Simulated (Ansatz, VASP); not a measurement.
# Two plane-wave programs on ZrOs3

```
Zr Os
1.0
     3.92242    0.00000    0.00000
     0.00000    3.92242    0.00000
     0.00000    0.00000    3.92242
Zr Os
1 3
Direct
  0.00000 0.00000 0.00000
  0.50000 0.50000 0.00000
  0.50000 0.00000 0.50000
  0.00000 0.50000 0.50000
```

Alike in both runs: task single point; functional LDA; k mesh 14 × 14 × 14; occupations gaussian, width 0.15 eV; no spin polarisation.

|  | VASP | Ansatz |
| --- | --- | --- |
| version | VASP 6.6.1 | Ansatz 0.2.0 |
| potentials or method | VASP PAW LDA potentials, release 64 (Zr_sv, Os), cutoff 520 eV | scalar-relativistic, plane waves, PAW |
| valence electrons in the cell | 36 | 60 |

VASP gave:

- gap on the k mesh at the Fermi level (eV): none
- pressure (GPa): 0.7

Problem. Estimate Ansatz's values.

Solution. gap on the k mesh at the Fermi level (eV): none; pressure (GPa): 0.0.

LDA's correlation is that of Perdew and Zunger in VASP and of Perdew and Wang (1992) in Ansatz. A gap of «none» marks a metal or a gap that the smearing closes. VASP's potentials hold 36 valence electrons a cell and Ansatz's 60, so a difference there can come from the potentials and not from the codes.

Neither program's run includes spin-orbit coupling.
